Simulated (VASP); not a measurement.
Input of a VASP 6.6.1 run:

Contents of INCAR:

```
PREC = Accurate ; ENCUT = 520
EDIFF = 1E-6 ; ISMEAR = 0
SIGMA = 0.15 ; LREAL = F
LASPH = T ; NELM = 80
ALGO = Normal ; ISIF = 2
LWAVE = F ; LCHARG = F
GGA = PS ; IVDW = 12
NBANDS = 20
```

The input KPOINTS:

```
Automatic mesh
0
Gamma
  15 15 15
```

POSCAR

```
MoS2
1.0
    1.5399048573      0.9512989978      5.7970502989
   -1.5399048573      0.9512989978      5.7970502989
    0.0000000000     -1.9025979955      5.7970502989
Mo S
1 2
Direct
    0.0000000000      0.0000000000      0.0000000000
    0.7837854171      0.7837854171      0.7101124708
    0.2162145829      0.2162145829      0.2898875292
```

Potentials or basis: VASP PAW PBE potentials, release 64 (Mo_sv, S).

Run with:

```bash
$ cat potpaw_PBE.64/Mo_sv/POTCAR potpaw_PBE.64/S/POTCAR > POTCAR
$ mpirun -np 1 vasp_std > vasp.out
```

(1) Estimate the dispersion energy per atom.

(2) Predict the largest force.

(3) Estimate the band gap on the k mesh.

Answers

(1) -0.387 eV.

(2) 1.064 eV/Å.

(3) zero (bands 13 and 14 overlap by 0.61 eV).

Caveat: the cell differs from its parent crystal (atoms displaced along a vibrational mode, the cell strained); the cell stands under tension; the PAW data sets were made with another functional, which shifts forces and pressure a little.
